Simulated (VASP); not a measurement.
# C in VASP: single point with PBE+D3(BJ)

Aim: the single point of C with PBE+D3(BJ).

All numbers are computed with VASP 6.6.1; they aren't measurements. Logs are shortened: lines on timing, memory, paths and dates and some standing lists are left out, and cuts for length are marked.

### Step 1. The cell of the first run

The cell holds a slab with vacuum, 4 atoms: a = 2.466 Å, b = 2.466 Å, c = 17.500 Å, α = 90.00°, β = 90.00°, γ = 120.00°.

### Step 2. Single point, PBE+D3(BJ)

INCAR

```
SYSTEM = C
  PREC = Accurate
  ENCUT = 520
  EDIFF = 1E-6
  ISMEAR = 0
  SIGMA = 0.1
  LREAL = .FALSE.
  LASPH = .TRUE.
  NELM = 80
  ALGO = Normal
  ISIF = 2
  LWAVE = .FALSE.
  LCHARG = .FALSE.
  LDIPOL = .TRUE.
  IDIPOL = 3
  DIPOL = 0.5 0.5 0.352
  GGA = PE
  IVDW = 12
  NBANDS = 16
```

KPOINTS

```
regular mesh
0
G
  15 15 1
  0 0 0
```

POSCAR

```
C
1.0
    2.4657005714      0.0000000000      0.0000000000
   -1.2328502857      2.1353593330      0.0000000000
    0.0000000000      0.0000000000     17.5000000000
C
4
Direct
    0.3333333333      0.6666666667      0.2571428571
    0.6666666667      0.3333333333      0.2571428571
    0.3333333333      0.6666666667      0.4462857143
    0.6666666667      0.3333333333      0.4462857143
```

Potentials or basis: VASP PAW PBE potentials, release 64 (C).

Command:

```sh
$ cat potpaw_PBE.64/C/POTCAR > POTCAR
$ mpirun -np 1 vasp_std > vasp.out
```

OUTCAR:

```text
SYSTEM = C
   PREC = Accurate
   ENCUT = 520
   EDIFF = 1E-6
   ISMEAR = 0
   LREAL = .FALSE.
   LASPH = .TRUE.
   NELM = 80
   ISIF = 2
   GGA = PE
   IVDW = 12
 IVDW          = 12

 ion  position               nearest neighbor table
   1  0.333  0.667  0.257-   2 1.42   2 1.42   2 1.42
   2  0.667  0.333  0.257-   1 1.42   1 1.42   1 1.42
   3  0.333  0.667  0.446-   4 1.42   4 1.42   4 1.42
   4  0.667  0.333  0.446-   3 1.42   3 1.42   3 1.42

  LATTYP: Found a hexagonal cell.
 ALAT       =     2.4657005714
 C/A-ratio  =     7.0973743540

  Lattice vectors:

 A1 = (   2.4657005714,   0.0000000000,   0.0000000000)
 A2 = (  -1.2328502857,   2.1353593330,   0.0000000000)
 A3 = (   0.0000000000,   0.0000000000,  17.5000000000)

Analysis of symmetry for initial positions (statically):
=====================================================================
 Subroutine PRICEL returns:
 Original cell was already a primitive cell.

 Routine SETGRP: Setting up the symmetry group for a
 hexagonal supercell.

 Subroutine GETGRP returns: Found 24 space group operations
 (whereof 12 operations were pure point group operations)
 out of a pool of 24 trial point group operations.

The static configuration has the point symmetry C_6v.
 The point group associated with its full space group is D_6h.

Analysis of symmetry for dynamics (positions and initial velocities):
=====================================================================
 Subroutine PRICEL returns:
 Original cell was already a primitive cell.

 Routine SETGRP: Setting up the symmetry group for a
 hexagonal supercell.

 Subroutine GETGRP returns: Found 24 space group operations
 (whereof 12 operations were pure point group operations)
 out of a pool of 24 trial point group operations.

The dynamic configuration has the point symmetry C_6v.
 The point group associated with its full space group is D_6h.

 Subroutine INISYM returns: Found 24 space group operations
 (whereof 12 operations are pure point group operations),
 and found     1 'primitive' translations

----------------------------------------------------------------------------------------

                                     Primitive cell

  volume of cell :      92.1402

  direct lattice vectors                    reciprocal lattice vectors
     2.465700571  0.000000000  0.000000000     0.405564249  0.234152628  0.000000000
    -1.232850286  2.135359333  0.000000000     0.000000000  0.468305256  0.000000000
     0.000000000  0.000000000 17.500000000     0.000000000  0.000000000  0.057142857

  length of vectors
     2.465700571  2.465700571 17.500000000     0.468305256  0.468305256  0.057142857

  position of ions in fractional coordinates (direct lattice)
     0.333333333  0.666666667  0.257142857
     0.666666667  0.333333333  0.257142857
     0.333333333  0.666666667  0.446285714
     0.666666667  0.333333333  0.446285714

  ion indices of the primitive-cell ions
   primitive index   ion index
                 1           1
                 2           2
                 3           3
                 4           4

----------------------------------------------------------------------------------------

 KPOINTS: regular mesh

Automatic generation of k-mesh.
 Grid dimensions read from file:
 generate k-points for:   15   15    1

 Generating k-lattice:

  Cartesian coordinates                     Fractional coordinates (reciprocal lattice)
     0.027037617  0.015610175  0.000000000     0.066666667  0.000000000  0.000000000
     0.000000000  0.031220350  0.000000000     0.000000000  0.066666667  0.000000000
     0.000000000  0.000000000  0.057142857     0.000000000  0.000000000  1.000000000

  Length of vectors
     0.031220350  0.031220350  0.057142857

  Shift w.r.t. Gamma in fractional coordinates (k-lattice)
     0.000000000  0.000000000  0.000000000

 Subroutine IBZKPT returns following result:
 ===========================================

 Found     27 irreducible k-points:

 Following reciprocal coordinates:
            Coordinates               Weight
  0.000000  0.000000  0.000000      1.000000
  0.066667  0.000000  0.000000      6.000000
  0.133333  0.000000  0.000000      6.000000
  0.200000  0.000000  0.000000      6.000000
  0.266667  0.000000  0.000000      6.000000
  0.333333  0.000000  0.000000      6.000000
[... 16 lines left out ...]
  0.333333  0.200000  0.000000     12.000000
  0.400000  0.200000  0.000000      6.000000
 [... further k-points ...]
   k-points           NKPTS =     27   k-points in BZ     NKDIM =     27   number of bands    NBANDS=     16
   number of dos      NEDOS =    301   number of ions     NIONS =      4
   total plane-waves  NPLWV =  45360
   dimension x,y,z NGX =    18 NGY =   18 NGZ =  140
   dimension x,y,z NGXF=    36 NGYF=   36 NGZF=  280
   ions per type =               4
   NGX,Y,Z   is equivalent  to a cutoff of  12.14, 12.14, 13.30 a.u.
   NGXF,Y,Z  is equivalent  to a cutoff of  24.27, 24.27, 26.60 a.u.
 SYSTEM =  C
   PREC   = accura    normal or accurate (medium, high low for compatibility)
   ISTART =      0    job   : 0-new  1-cont  2-samecut
   ICHARG =      2    charge: 1-file 2-atom 10-const
   ISPIN  =      1    spin polarized calculation?
   LNONCOLLINEAR =      F non collinear calculations
   LSORBIT =      F    spin-orbit coupling
   LASPH  =      T    aspherical Exc in radial PAW
   ENCUT  =  520.0 eV  38.22 Ry    6.18 a.u.   4.58  4.58 32.54*2*pi/ulx,y,z
   NELM   =     80;   NELMIN=  2; NELMDL= -5     # of ELM steps
   EDIFF  = 0.1E-05   stopping-criterion for ELM
   LREAL  =      F    real-space projection
   EDIFFG = 0.1E-04   stopping-criterion for IOM
   NSW    =      0    number of steps for IOM
   IBRION =     -1    ionic relax: 0-MD 1-quasi-New 2-CG
   NFREE  =      0    steps in history (QN), initial steepest desc. (CG)
   ISIF   =      2    stress and relaxation
   ISYM   =      2    0-nonsym 1-usesym 2-fastsym
   POTIM  = 0.5000    time-step for ionic-motion
   TEBEG  =    0.0;   TEEND  =   0.0 temperature during run
   PSTRESS=    0.0 pullay stress
   NELECT =      16.0000    total number of electrons
   NUPDOWN=      -1.0000    fix difference up-down
   EMIN   =  10.00;   EMAX   =-10.00  energy-range for DOS
   EFERMI =   0.00;   METHOD = LEGACY
   ISMEAR =     0;   SIGMA  =   0.10  broadening in eV -4-tet -1-fermi 0-gaus
   EFERMI_NEDOS =   21; number of points for ismear=-14 and -15
   IALGO  =     38    algorithm
   IMIX   =      4    mixing-type and parameters
     AMIX     =   0.40;   BMIX     =  1.00
     AMIX_MAG =   1.60;   BMIX_MAG =  1.00
  volume/ion in A,a.u.               =      23.04       155.45
  Fermi-wavevector in a.u.,A,eV,Ry     =   0.913338  1.725959 11.349803  0.834187
  Thomas-Fermi vector in A             =   2.037838
   LORBIT       =      0    0 simple, 1 ext, 2 COOP (PROOUT), +10 PAW based schemes
   GGA     = PE    functional components
   LHFCALC =     F    Hartree Fock is set to
   AEXX    =    0.0000 exact exchange contribution
   IVDW    =    12    specifies the selected vdW correction
   LEPSILON=     F    determine dielectric tensor
   LRPA    =     F    only Hartree local field effects (RPA)
 non-spin polarized calculation
 Gauss-broadening in eV      SIGMA  =   0.10
  energy-cutoff  :      520.00
  volume of cell :       92.14
 maximum number of plane-waves:      2521
   NGX =  9   NGY =  9   NGZ = 65

 dipolmoment           0.000000      0.000000      0.000217 electrons x Angstroem

 number of electron      15.9999998 magnetization

 dipolmoment           0.000000      0.000000     -0.000001 electrons x Angstroem

 Free energy of the ion-electron system (eV)
  ---------------------------------------------------
  ext. energy  EPLUGINS =         0.00000000
  ---------------------------------------------------
  free energy    TOTEN  =       -36.84124443 eV

  energy without entropy =      -36.84124443  energy(sigma->0) =      -36.84124443

 E-fermi :  -0.8371     XC(G=0):  -4.4204

 val. band max:       -1.2029394938   @ k =   0.3333   0.3333   0.0000
 cond. band min:      -0.4711837071   @ k =   0.3333   0.3333   0.0000
 fundamental gap:      0.7317557867
 Fermi energy:        -0.8370908181

 k-point     1 :       0.0000    0.0000    0.0000
  band No.  band energies     occupation
      1     -20.4422      2.00000
      2     -20.2734      2.00000
      3      -8.9681      2.00000
      4      -7.9173      2.00000
      5      -3.8812      2.00000
      6      -3.8812      2.00000
[... 8 lines left out ...]
     15       7.4508      0.00000
     16       7.5094      0.00000

 k-point     2 :       0.0667    0.0000    0.0000
  band No.  band energies     occupation
      1     -20.3366      2.00000
      2     -20.1688      2.00000
      3      -8.8411      2.00000
      4      -7.7940      2.00000
      5      -4.3080      2.00000
      6      -4.2824      2.00000
[... 8 lines left out ...]
     15       7.5633      0.00000
     16       7.9023      0.00000

 k-point     3 :       0.1333    0.0000    0.0000
  band No.  band energies     occupation
      1     -20.0206      2.00000
      2     -19.8558      2.00000
      3      -8.4620      2.00000
      4      -7.4262      2.00000
      5      -5.4416      2.00000
      6      -5.4050      2.00000
[... 8 lines left out ...]
     15       7.5922      0.00000
     16       8.9431      0.00000

 k-point     4 :       0.2000    0.0000    0.0000
  band No.  band energies     occupation
      1     -19.4963      2.00000
      2     -19.3365      2.00000
      3      -7.8376      2.00000
      4      -6.9957      2.00000
      5      -6.9459      2.00000
      6      -6.8208      2.00000
[... 8 lines left out ...]
     15       7.4731      0.00000
     16       7.5411      0.00000

 k-point     5 :       0.2667    0.0000    0.0000
  band No.  band energies     occupation
      1     -18.7682      2.00000
      2     -18.6152      2.00000
      3      -8.7345      2.00000
      4      -8.6694      2.00000
      5      -6.9816      2.00000
      6      -6.0592      2.00000
[... 8 lines left out ...]
     15       7.2055      0.00000
     16       8.0079      0.00000

 k-point     6 :       0.3333    0.0000    0.0000
  band No.  band energies     occupation
      1     -17.8440      2.00000
      2     -17.6994      2.00000
      3     -10.5055      2.00000
      4     -10.4260      2.00000
      5      -6.6296      2.00000
      6      -6.5991      2.00000
[... 8 lines left out ...]
     15       7.5644      0.00000
     16       9.2423      0.00000
[... 267 lines left out ...]
 k-point    21 :       0.2000    0.2000    0.0000
  band No.  band energies     occupation
      1     -17.6424      2.00000
      2     -17.4997      2.00000
      3      -9.8103      2.00000
      4      -9.7382      2.00000
      5      -8.3240      2.00000
      6      -8.2703      2.00000
[... 8 lines left out ...]
     15       9.4999      0.00000
     16       9.8732      0.00000

 k-point    22 :       0.2667    0.2000    0.0000
  band No.  band energies     occupation
      1     -16.6427      2.00000
      2     -16.5088      2.00000
      3     -11.0978      2.00000
      4     -11.0145      2.00000
      5      -9.1456      2.00000
      6      -9.0860      2.00000
[... 8 lines left out ...]
     15      10.0651      0.00000
     16      10.3347      0.00000

 k-point    23 :       0.3333    0.2000    0.0000
  band No.  band energies     occupation
      1     -15.4944      2.00000
      2     -15.3701      2.00000
      3     -12.5271      2.00000
      4     -12.4321      2.00000
      5      -9.5733      2.00000
      6      -9.5111      2.00000
[... 8 lines left out ...]
     15      10.2053      0.00000
     16      11.0247      0.00000

 k-point    24 :       0.4000    0.2000    0.0000
  band No.  band energies     occupation
      1     -14.5651      2.00000
      2     -14.4457      2.00000
      3     -13.5660      2.00000
      4     -13.4653      2.00000
      5      -9.7064      2.00000
      6      -9.6435      2.00000
[... 8 lines left out ...]
     15      11.0201      0.00000
     16      11.3131      0.00000

 [... further k-points ...]

------------------------ aborting loop because EDIFF is reached ----------------------------------------

 vacuum level on the upper side and lower side of the slab       (xc-potential included)        -0.163        -0.188

 Edisp (eV)   -0.48386

 E8    (eV) :    -0.1448

  FORCE on cell =-STRESS in cart. coord.  units (eV):
  Direction    XX          YY          ZZ          XY          YZ          ZX
  --------------------------------------------------------------------------------------
  -------------------------------------------------------------------------------------
  Total       0.04055     0.04055     0.39894     0.00000     0.00000    -0.00000
  in kB       0.70509     0.70509     6.93694     0.00000     0.00000    -0.00000
  external pressure =        2.78 kB  Pullay stress =        0.00 kB

 VOLUME and BASIS-vectors are now :
 -----------------------------------------------------------------------------
  energy-cutoff  :      520.00
  volume of cell :       92.14
      direct lattice vectors                 reciprocal lattice vectors
     2.465700571  0.000000000  0.000000000     0.405564249  0.234152628  0.000000000
    -1.232850286  2.135359333  0.000000000     0.000000000  0.468305256  0.000000000
     0.000000000  0.000000000 17.500000000     0.000000000  0.000000000  0.057142857

 POSITION                                       TOTAL-FORCE (eV/Angst)
 -----------------------------------------------------------------------------------
     -0.00000      1.42357      4.50000        -0.000000     -0.000000     -0.064154
      1.23285      0.71179      4.50000         0.000000      0.000000     -0.064154
     -0.00000      1.42357      7.81000        -0.000000     -0.000000      0.064154
      1.23285      0.71179      7.81000         0.000000      0.000000      0.064154
 -----------------------------------------------------------------------------------
    total drift:                               -0.000000     -0.000000     -0.000031

  FREE ENERGIE OF THE ION-ELECTRON SYSTEM (eV)
  ---------------------------------------------------
  free  energy   TOTEN  =       -37.3251090303 eV

  energy  without entropy=      -37.3251090272  energy(sigma->0) =      -37.32510903

 vacuum level on the upper side and lower side of the slab         3.357         3.356
```

It took 33 s on 1 thread of Intel Xeon 6975P-C (Granite Rapids), shared host; peak memory 0.2 GiB.

What came out:

```yaml
Free_energy: -37.3251 eV
Largest_force: 0.064 eV/Å
Band_gap_on_the_k_mesh: 0.73 eV, direct
Dispersion_energy_per_atom: -0.121 eV
```

Forces in eV/Å, atoms in the order of the input:
```
C    0.000  0.000 -0.064
C    0.000  0.000 -0.064
C    0.000  0.000  0.064
C    0.000  0.000  0.064
```
